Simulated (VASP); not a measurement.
## ScSiC3: single point with PBE

ScSiC3:

```xyz
5
Lattice="3.9912 0.0000 0.0000 -1.9956 3.4565 0.0000 0.0000 0.0000 4.9817" Properties=species:S:1:pos:R:3 pbc="T T T"
Sc    0.0000    0.0000    2.4909
Si    0.0000    0.0000    0.0000
C     1.9956    0.0000    0.0000
C    -0.9978    1.7282    0.0000
C     0.9978    1.7282    0.0000
```

```
Program                : VASP 6.6.1
Task                   : single point
Functional             : PBE
Potentials or basis    : VASP PAW PBE potentials, release 64 (Sc_sv, Si, C)
Cutoff                 : 520 eV
k mesh                 : 6 × 6 × 4
Occupations            : gaussian, width 0.1 eV
Spin                   : no spin polarisation
Dipole correction      : no
Further INCAR settings : ALGO = Normal; EDIFF = 1e-07; NBANDS = 22
```

```json
{"Pressure": "0.0 GPa"}
```

Stress tensor (GPa, compression positive):
```
-0.03  0.00  0.00
 0.00 -0.03  0.00
 0.00  0.00  0.19
```

Levels at points of the mesh, in eV from the Fermi level:
```csv
k point,band 11,band 12,band 13,band 14,band 15,band 16
"(0.00, 0.00, 0.00)",-6.17,-3.13,-1.69,1.21,1.21,1.25
"(0.50, 0.00, 0.00)",-1.22,-0.50,-0.25,-0.09,0.02,1.16
"(0.00, 0.00, 0.50)",-6.90,-1.80,-0.94,0.12,0.12,1.94
"(0.50, 0.00, 0.50)",-1.18,-0.74,-0.15,0.20,0.69,1.24
```

It took 21 s on 1 thread of AMD EPYC 9R45 96-Core Processor (Zen 5), on a shared host, peak memory 0.17 GiB.
